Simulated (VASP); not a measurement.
Write the native input for VASP 6.6.1 that does the following.

- Task: single point
- Functional: PBE
- Potentials or basis: VASP PAW PBE potentials, release 64 (Nb_sv, Te)
- Cutoff: 520 eV
- k mesh: 6 × 6 × 4
- Occupations: gaussian, width 0.1 eV
- Spin: no spin polarisation
- Dipole correction: no
- Further INCAR settings: ALGO = Normal; EDIFF = 1e-06; NBANDS = 27

The structure of NbTe lies in POSCAR:

```
NbTe
1.0
    4.2604861896      0.0000000000      0.0000000000
   -2.1302430947      3.6896892726      0.0000000000
    0.0000000000      0.0000000000      6.8230217087
Nb Te
2 2
Direct
    0.3333333333      0.6666666667      0.0000000000
    0.6666666667      0.3333333333      0.5000000000
    0.3333333333      0.6666666667      0.3821000000
    0.6666666667      0.3333333333      0.8821000000
```

One way to write it, as run:

INCAR

```
PREC     = Accurate       # precision mode
ENCUT    = 520            # plane-wave cutoff, eV
EDIFF    = 1E-6           # SCF threshold, eV
ISMEAR   = 0              # smearing method
SIGMA    = 0.1            # smearing width, eV
LREAL    = F              # projectors in reciprocal space
LASPH    = T              # aspherical terms in the spheres
NELM     = 60             # most SCF steps
ALGO     = Normal         # electronic algorithm
ISIF     = 2              # what is computed and relaxed
LWAVE    = F              # write WAVECAR
LCHARG   = F              # write CHGCAR
GGA      = PE             # functional
NBANDS   = 27             # bands
```

KPOINTS

```
regular mesh
0
Gamma
  6 6 4
```

Potentials or basis: VASP PAW PBE potentials, release 64 (Nb_sv, Te).

The run is started by

```console
$ cat potpaw_PBE.64/Nb_sv/POTCAR potpaw_PBE.64/Te/POTCAR > POTCAR
$ mpirun -np 1 vasp_std > vasp.out
```

Results of the run:

| Quantity | Value |
| --- | --- |
| Pressure | 14.1 GPa |
| Largest force | 0.327 eV/Å |
| Band gap on the k mesh | zero (band 19 reaches 8.25 eV, above the bottom of band 20 at 7.32 eV) |

Caveat: spin-orbit coupling is left out, which moves the levels of the heavy elements.

It took 45 s on 1 thread of Intel(R) Xeon(R) Platinum 8488C (Sapphire Rapids), on a shared host, peak memory 0.25 GiB.
